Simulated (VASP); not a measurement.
# Na2Ru (P4/nmm) in VASP: relaxation of cell and atoms with PBE

Aim: the relaxation of cell and atoms of Na2Ru with PBE.

Everything below comes from runs of VASP 6.6.1. Logs are shortened: lines on timing, memory, paths and dates and some standing lists are left out, and cuts for length are marked.

## 1. The cell of the first run

It takes space group P4/nmm (No. 129, tetragonal). Conventional cell: a = 4.040 Å, b = 4.040 Å, c = 6.165 Å, α = 90.00°, β = 90.00°, γ = 90.00°. Na (site symmetry -4m2) has 8 Na at 2.62 to 2.86 Å and 4 Ru at 2.74 Å within 3.5 Å. Within 3.6 Å of Na (site symmetry 4mm) lie 4 Na at 2.62 Å and 6 Ru at 2.65 to 3.51 Å. Within 3.6 Å of Ru (site symmetry 4mm) lie 10 Na at 2.65 to 3.51 Å.

## 2. Relaxation of cell and atoms, PBE

INCAR

```
SYSTEM = Na2Ru
ALGO     = Normal         ! electronic algorithm
EDIFF    = 1E-7           ! SCF threshold, eV
EDIFFG   = -0.04          ! ionic threshold
ENCUT    = 1130           ! plane-wave cutoff, eV
GGA      = PE             ! functional
GGA_COMPAT= .FALSE.      
IBRION   = 2              ! ionic algorithm
ISIF     = 3              ! what is computed and relaxed
ISMEAR   = 0              ! smearing method
LASPH    = .TRUE.         ! aspherical terms in the spheres
LCHARG   = .FALSE.        ! write CHGCAR
LREAL    = .FALSE.        ! projectors in reciprocal space
LWAVE    = .FALSE.        ! write WAVECAR
NELM     = 120            ! most SCF steps
NELMIN   = 4            
NSW      = 90             ! ionic steps
PREC     = Accurate       ! precision mode
SIGMA    = 0.1            ! smearing width, eV
```

KPOINTS

```
k-points
0
G
  4 4 4
  0 0 0
```

POSCAR

```
Na2Ru
1.0
    4.0404059952      0.0000000000      0.0000000000
    0.0000000000      4.0404059952      0.0000000000
    0.0000000000      0.0000000000      6.1648579451
Na Ru
4 2
Direct
    0.0000000000      0.0000000000      0.0000000000
    0.5000000000      0.5000000000      0.0000000000
    0.0000000000      0.5000000000      0.2700000000
    0.5000000000      0.0000000000      0.7300000000
    0.0000000000      0.5000000000      0.7000000000
    0.5000000000      0.0000000000      0.3000000000
```

Potentials or basis: VASP PAW PBE potentials, release 64 (Na_sv, Ru_sv).

Command:

```sh
$ cat potpaw_PBE.64/Na_sv/POTCAR potpaw_PBE.64/Ru_sv/POTCAR > POTCAR
$ mpirun -np 1 vasp_std > vasp.out
```

OUTCAR:

```text
SYSTEM = Na2Ru
   EDIFF = 1E-7
   EDIFFG = -0.04
   ENCUT = 1130
   GGA = PE
   IBRION = 2
   ISIF = 3
   ISMEAR = 0
   LASPH = .TRUE.
   LREAL = .FALSE.
   NELM = 120
   NELMIN = 4
   NSW = 90
   PREC = Accurate

 ion  position               nearest neighbor table
   1  0.000  0.000  0.000-
   2  0.500  0.500  0.000-
   3  0.000  0.500  0.270-
   4  0.500  0.000  0.730-
   5  0.000  0.500  0.700-
   6  0.500  0.000  0.300-

  LATTYP: Found a simple tetragonal cell.
 ALAT       =     4.0404059952
 C/A-ratio  =     1.5258016032

  Lattice vectors:

 A1 = (   4.0404059952,   0.0000000000,   0.0000000000)
 A2 = (   0.0000000000,   4.0404059952,   0.0000000000)
 A3 = (   0.0000000000,   0.0000000000,   6.1648579451)

Analysis of symmetry for initial positions (statically):
=====================================================================
 Subroutine PRICEL returns:
 Original cell was already a primitive cell.

 Routine SETGRP: Setting up the symmetry group for a
 simple tetragonal supercell.

 Subroutine GETGRP returns: Found 16 space group operations
 (whereof  8 operations were pure point group operations)
 out of a pool of 16 trial point group operations.

The static configuration has the point symmetry D_2d.
 The point group associated with its full space group is D_4h.

Analysis of symmetry for dynamics (positions and initial velocities):
=====================================================================
 Subroutine PRICEL returns:
 Original cell was already a primitive cell.

 Routine SETGRP: Setting up the symmetry group for a
 simple tetragonal supercell.

 Subroutine GETGRP returns: Found 16 space group operations
 (whereof  8 operations were pure point group operations)
 out of a pool of 16 trial point group operations.

The dynamic configuration has the point symmetry D_2d.
 The point group associated with its full space group is D_4h.

 Subroutine INISYM returns: Found 16 space group operations
 (whereof  8 operations are pure point group operations),
 and found     1 'primitive' translations

----------------------------------------------------------------------------------------

                                     Primitive cell

  volume of cell :     100.6406

  direct lattice vectors                    reciprocal lattice vectors
     4.040405995  0.000000000  0.000000000     0.247499880  0.000000000  0.000000000
     0.000000000  4.040405995  0.000000000     0.000000000  0.247499880  0.000000000
     0.000000000  0.000000000  6.164857945     0.000000000  0.000000000  0.162209739

  length of vectors
     4.040405995  4.040405995  6.164857945     0.247499880  0.247499880  0.162209739

  position of ions in fractional coordinates (direct lattice)
     0.000000000  0.000000000  0.000000000
     0.500000000  0.500000000  0.000000000
     0.000000000  0.500000000  0.270000000
     0.500000000  0.000000000  0.730000000
     0.000000000  0.500000000  0.700000000
     0.500000000  0.000000000  0.300000000

  ion indices of the primitive-cell ions
   primitive index   ion index
                 1           1
                 2           2
                 3           3
                 4           4
                 5           5
                 6           6

----------------------------------------------------------------------------------------

 KPOINTS: k-points

Automatic generation of k-mesh.
 Grid dimensions read from file:
 generate k-points for:    4    4    4

 Generating k-lattice:

  Cartesian coordinates                     Fractional coordinates (reciprocal lattice)
     0.061874970  0.000000000  0.000000000     0.250000000  0.000000000  0.000000000
     0.000000000  0.061874970  0.000000000     0.000000000  0.250000000  0.000000000
     0.000000000  0.000000000  0.040552435     0.000000000  0.000000000  0.250000000

  Length of vectors
     0.061874970  0.061874970  0.040552435

  Shift w.r.t. Gamma in fractional coordinates (k-lattice)
     0.000000000  0.000000000  0.000000000

 Subroutine IBZKPT returns following result:
 ===========================================

 Found     18 irreducible k-points:

 Following reciprocal coordinates:
            Coordinates               Weight
  0.000000  0.000000  0.000000      1.000000
  0.250000  0.000000  0.000000      4.000000
  0.500000  0.000000  0.000000      2.000000
  0.250000  0.250000  0.000000      4.000000
  0.500000  0.250000  0.000000      4.000000
  0.500000  0.500000  0.000000      1.000000
[... 10 lines left out ...]
  0.500000  0.250000  0.500000      4.000000
  0.500000  0.500000  0.500000      1.000000
   k-points           NKPTS =     18   k-points in BZ     NKDIM =     18   number of bands    NBANDS=     40
   number of dos      NEDOS =    301   number of ions     NIONS =      6
   total plane-waves  NPLWV = 161280
   dimension x,y,z NGX =    48 NGY =   48 NGZ =   70
   dimension x,y,z NGXF=    96 NGYF=   96 NGZF=  140
   ions per type =               4   2
   NGX,Y,Z   is equivalent  to a cutoff of  19.75, 19.75, 18.88 a.u.
   NGXF,Y,Z  is equivalent  to a cutoff of  39.50, 39.50, 37.75 a.u.
 SYSTEM =  Na2Ru
   PREC   = accura    normal or accurate (medium, high low for compatibility)
   ISTART =      0    job   : 0-new  1-cont  2-samecut
   ICHARG =      2    charge: 1-file 2-atom 10-const
   ISPIN  =      1    spin polarized calculation?
   LNONCOLLINEAR =      F non collinear calculations
   LSORBIT =      F    spin-orbit coupling
   LASPH  =      T    aspherical Exc in radial PAW
   ENCUT  = 1130.0 eV  83.05 Ry    9.11 a.u.  11.07 11.07 16.90*2*pi/ulx,y,z
   NELM   =    120;   NELMIN=  4; NELMDL= -5     # of ELM steps
   EDIFF  = 0.1E-06   stopping-criterion for ELM
   LREAL  =      F    real-space projection
   EDIFFG = -.4E-01   stopping-criterion for IOM
   NSW    =     90    number of steps for IOM
   IBRION =      2    ionic relax: 0-MD 1-quasi-New 2-CG
   NFREE  =      1    steps in history (QN), initial steepest desc. (CG)
   ISIF   =      3    stress and relaxation
   ISYM   =      2    0-nonsym 1-usesym 2-fastsym
   POTIM  = 0.5000    time-step for ionic-motion
   TEBEG  =    0.0;   TEEND  =   0.0 temperature during run
   PSTRESS=    0.0 pullay stress
   NELECT =      68.0000    total number of electrons
   NUPDOWN=      -1.0000    fix difference up-down
   EMIN   =  10.00;   EMAX   =-10.00  energy-range for DOS
   EFERMI =   0.00;   METHOD = LEGACY
   ISMEAR =     0;   SIGMA  =   0.10  broadening in eV -4-tet -1-fermi 0-gaus
   EFERMI_NEDOS =   21; number of points for ismear=-14 and -15
   IALGO  =     38    algorithm
   IMIX   =      4    mixing-type and parameters
     AMIX     =   0.40;   BMIX     =  1.00
     AMIX_MAG =   1.60;   BMIX_MAG =  1.00
  volume/ion in A,a.u.               =      16.77       113.19
  Fermi-wavevector in a.u.,A,eV,Ry     =   1.436548  2.714682 28.077932  2.063670
  Thomas-Fermi vector in A             =   2.555724
   LORBIT       =      0    0 simple, 1 ext, 2 COOP (PROOUT), +10 PAW based schemes
   GGA     = PE    functional components
   LHFCALC =     F    Hartree Fock is set to
   AEXX    =    0.0000 exact exchange contribution
   IVDW    =     0    specifies the selected vdW correction
   LEPSILON=     F    determine dielectric tensor
   LRPA    =     F    only Hartree local field effects (RPA)
 conjugate gradient relaxation of ions
 non-spin polarized calculation
 Gauss-broadening in eV      SIGMA  =   0.10
  energy-cutoff  :     1130.00
  volume of cell :      100.64
 maximum number of plane-waves:      8720
 NGX is ok and might be reduce to    48
   NGX = 23   NGY = 23   NGZ = 33

--------------------------------------- Ionic step        1  -------------------------------------------

 number of electron      68.0000004 magnetization

 Free energy of the ion-electron system (eV)
  ---------------------------------------------------
  ext. energy  EPLUGINS =         0.00000000
  ---------------------------------------------------
  free energy    TOTEN  =       -13.80372581 eV

  energy without entropy =      -13.72725507  energy(sigma->0) =      -13.76549044

 E-fermi :   5.4873     XC(G=0): -10.2140

 val. band max:        5.4791175195   @ k =   0.2500   0.2500   0.2500
 cond. band min:       5.4903069774   @ k =   0.2500   0.0000   0.0000
 fundamental gap:      0.0111894579
 Fermi energy:         5.4872734082

 k-point     1 :       0.0000    0.0000    0.0000
  band No.  band energies     occupation
      1     -65.4960      2.00000
      2     -65.4951      2.00000
      3     -46.4753      2.00000
      4     -46.4227      2.00000
      5     -46.1420      2.00000
      6     -46.1334      2.00000
[... 876 lines left out ...]
  FREE ENERGIE OF THE ION-ELECTRON SYSTEM (eV)
  ---------------------------------------------------
  free  energy   TOTEN  =       -15.0885187484 eV

  energy  without entropy=      -14.9910706800  energy(sigma->0) =      -15.03979471

 E-fermi :   3.3711     XC(G=0):  -9.0205

 val. band max:        3.3617591198   @ k =   0.5000   0.0000   0.2500
 cond. band min:       3.3751961230   @ k =   0.2500   0.0000   0.5000
 fundamental gap:      0.0134370032
 Fermi energy:         3.3711239381

 k-point     1 :       0.0000    0.0000    0.0000
  band No.  band energies     occupation
      1     -67.7164      2.00000
      2     -67.7161      2.00000
      3     -48.5594      2.00000
      4     -48.5411      2.00000
      5     -48.1572      2.00000
      6     -48.1569      2.00000
[... 763 lines left out ...]
     39       5.9315      0.00000
     40       5.9315      0.00000

[... ionic steps 4 to 32 ...]

--------------------------------------- Ionic step       33  -------------------------------------------

 number of electron      68.0000031 magnetization

------------------------ aborting loop because EDIFF is reached ----------------------------------------

  FORCE on cell =-STRESS in cart. coord.  units (eV):
  Direction    XX          YY          ZZ          XY          YZ          ZX
  --------------------------------------------------------------------------------------
  -------------------------------------------------------------------------------------
  Total        0.4258519      0.4258519     -1.1099609      0.0000000     -0.0000000     -0.0000000
  in kB        5.8000484      5.8000484    -15.1175254      0.0000000     -0.0000000     -0.0000000
  external PRESSURE =      -1.1724762 kB  Pullay stress =       0.0000000 kB
[... 65 lines left out ...]
  energy  without entropy=      -17.6300978475  energy(sigma->0) =      -17.64159518

--------------------------------------- Ionic step       35  -------------------------------------------

 number of electron      68.0000006 magnetization

 Free energy of the ion-electron system (eV)
  ---------------------------------------------------
  ext. energy  EPLUGINS =         0.00000000
  ---------------------------------------------------
  free energy    TOTEN  =       -17.65360662 eV

  energy without entropy =      -17.63110009  energy(sigma->0) =      -17.64235336

 E-fermi :   5.0173     XC(G=0):  -9.4529

 val. band max:        5.0127663879   @ k =   0.0000   0.0000   0.5000
 cond. band min:       5.0389803051   @ k =   0.5000   0.0000   0.5000
 fundamental gap:      0.0262139172
 Fermi energy:         5.0172820616

 k-point     1 :       0.0000    0.0000    0.0000
  band No.  band energies     occupation
      1     -67.2745      2.00000
      2     -67.1401      2.00000
      3     -48.7522      2.00000
      4     -48.6013      2.00000
      5     -46.9903      2.00000
      6     -46.9899      2.00000
[... 796 lines left out ...]
  FREE ENERGIE OF THE ION-ELECTRON SYSTEM (eV)
  ---------------------------------------------------
  free  energy   TOTEN  =       -17.6536066168 eV

  energy  without entropy=      -17.6311000939  energy(sigma->0) =      -17.64235336

 reached required accuracy - stopping structural energy minimisation
```

Run time: 74 min. Hardware: 1 thread of Intel Xeon 6975P-C (Granite Rapids), shared host; peak memory 0.58 GiB.

Results:

```yaml
Free_energy: -17.6536 eV
Relaxed_volume: 19.66 Å³/atom
Relaxed_cell: a = 3.570 Å, b = 3.570 Å, c = 9.252 Å, α = 90.00°, β = 90.00°, γ = 90.00°
Space_group_after_relaxing_to_0.1_Å: P4/nmm (No. 129)
Pressure_after_relaxing: 0.2 GPa
Largest_force_after_relaxing: 0.020 eV/Å
Band_gap_on_the_k_mesh: zero (bands 34 and 35 overlap by 0.77 eV)
```

Forces in eV/Å, atoms in the order of the input:
```
Na   0.000  0.000  0.000
Na   0.000  0.000  0.000
Na   0.000  0.000  0.016
Na   0.000  0.000 -0.016
Ru   0.000  0.000  0.020
Ru   0.000  0.000 -0.020
```

Stress tensor (GPa, compression positive):
```
0.28 0.00 0.00
0.00 0.28 0.00
0.00 0.00 0.10
```

Final structure:
```yaml
crystal:
  lattice:
    - [3.57044, 0.00000, 0.00000]
    - [0.00000, 3.57044, 0.00000]
    - [0.00000, 0.00000, 9.25160]
  atoms:
    - { symbol: Na, position: [0.00000, 0.00000, 0.00000] }
    - { symbol: Na, position: [0.50000, 0.50000, 0.00000] }
    - { symbol: Na, position: [0.00000, 0.50000, 0.26168] }
    - { symbol: Na, position: [0.50000, 0.00000, 0.73832] }
    - { symbol: Ru, position: [0.00000, 0.50000, 0.54379] }
    - { symbol: Ru, position: [0.50000, 0.00000, 0.45621] }
```

Levels at points of the mesh, in eV from the Fermi level:
```tsv
k point	band 32	band 33	band 34	band 35	band 36	band 37
(0.00, 0.00, 0.00)	-1.23	-1.23	-0.53	-0.53	0.65	2.00
(0.50, 0.00, 0.00)	-0.81	-0.23	-0.23	0.65	0.65	0.66
(0.50, 0.50, 0.00)	-0.98	-0.17	-0.17	1.26	1.26	1.31
(0.00, 0.00, 0.50)	-1.23	-0.53	-0.53	0.00	0.43	0.65
(0.50, 0.00, 0.50)	-1.21	0.02	0.02	0.58	0.58	0.66
(0.50, 0.50, 0.50)	-0.98	-0.17	-0.17	1.17	1.17	1.45
```

Caveat: the k points lie up to 0.44 Å⁻¹ apart in the final cell, too coarse for converged energies and pressures of a metal; the volume moved by over 15 % at a fixed basis, so the end points are rough.

The gap in the log of VASP goes by the Fermi energy; the results here count the filled bands.